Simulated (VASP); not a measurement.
Write the native input for VASP 6.6.1 that does the following.

| Quantity | Value |
| --- | --- |
| Task | single point |
| Functional | PBEsol |
| Potentials or basis | VASP PAW PBE potentials, release 64 (Li_sv, Cl) |
| Cutoff | 520 eV |
| k mesh | 8 × 8 × 8 |
| Occupations | gaussian, width 0.02 eV |
| Spin | no spin polarisation |
| Dipole correction | no |
| Further INCAR settings | ALGO = Normal; EDIFF = 1e-06; NBANDS = 12 |

The structure of LiCl lies in POSCAR:

```
LiCl
1.0
    0.0000000000      2.5314108948      2.5314108948
    2.5314108948      0.0000000000      2.5314108948
    2.5314108948      2.5314108948      0.0000000000
Li Cl
1 1
Direct
    0.0000000000      0.0000000000      0.0000000000
    0.5000000000      0.5000000000      0.5000000000
```

These files were run (other wordings do the same):

INCAR

```
SYSTEM = LiCl
ALGO     = Normal         ! electronic algorithm
EDIFF    = 1E-6           ! SCF threshold, eV
ENCUT    = 520            ! plane-wave cutoff, eV
GGA      = PS             ! functional
ISIF     = 2              ! what is computed and relaxed
ISMEAR   = 0              ! smearing method
LASPH    = .True.         ! aspherical terms in the spheres
LCHARG   = .True.         ! write CHGCAR
LELF     = .True.         ! ELF
LREAL    = .False.        ! projectors in reciprocal space
LVHAR    = .True.       
LWAVE    = .False.        ! write WAVECAR
NBANDS   = 12             ! bands
NELM     = 60             ! most SCF steps
PREC     = Accurate       ! precision mode
SIGMA    = 0.02           ! smearing width, eV
```

KPOINTS

```
k-points
0
Gamma
  8 8 8
  0 0 0
```

Potentials or basis: VASP PAW PBE potentials, release 64 (Li_sv, Cl).

Launch:

```bash
$ cat potpaw_PBE.64/Li_sv/POTCAR potpaw_PBE.64/Cl/POTCAR > POTCAR
$ mpirun -np 1 vasp_std > vasp.out
```

It gave:

```
Band gap on the k mesh : 6.37 eV, direct
```

It took 5.3 s on 1 thread of Intel(R) Xeon(R) 6975P-C (Granite Rapids), on a shared host, peak memory 0.14 GiB.
